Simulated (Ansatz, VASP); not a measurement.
## One calculation of ScAlN2, two programs

```
Sc Al N
1.0
     1.52777    0.88206    4.94029
    -1.52777    0.88206    4.94029
     0.00000   -1.76412    4.94029
Sc Al N
1 1 2
Cartesian
  0.0000 0.0000 7.4104
  0.0000 0.0000 0.0000
  0.0000 0.0000 3.8009
  0.0000 0.0000 11.0199
```

Change from the starting cell: species swapped into the RbGdSe2 type (R-3m, No. 166).

Alike in both runs: functional PBE; k mesh 5 × 5 × 5; occupations gaussian, width 0.15 eV; no spin polarisation.

Ansatz relaxed the structure, and its values are those at the end. VASP's run is a single point on that final structure, the one shown.

|  | VASP | Ansatz |
| --- | --- | --- |
| version | VASP 6.6.1 | Ansatz 0.2.0 |
| potentials or method | VASP PAW PBE potentials, release 64 (Sc_sv, Al, N_h), cutoff 1330 eV | scalar-relativistic, plane waves, PAW |
| valence electrons in the cell | 24 | 24 |

VASP gave:

| Item | Value |
| --- | --- |
| gap on the k mesh at the Fermi level (eV) | 0.97 |
| least direct gap on the mesh (eV) | 2.62 |
| pressure (GPa) | 0.4 |
| rms of the force components (eV/Å) | 0.029 |

Question: Which values does Ansatz return?

Answer: gap on the k mesh at the Fermi level (eV): 0.99; least direct gap on the mesh (eV): 2.63; pressure (GPa): -0.2; rms of the force components (eV/Å): 0.000.

The functional is the same, so the differences come from potentials, cutoffs and numerics.

The k mesh is coarse, so the values compare programs but aren't converged.
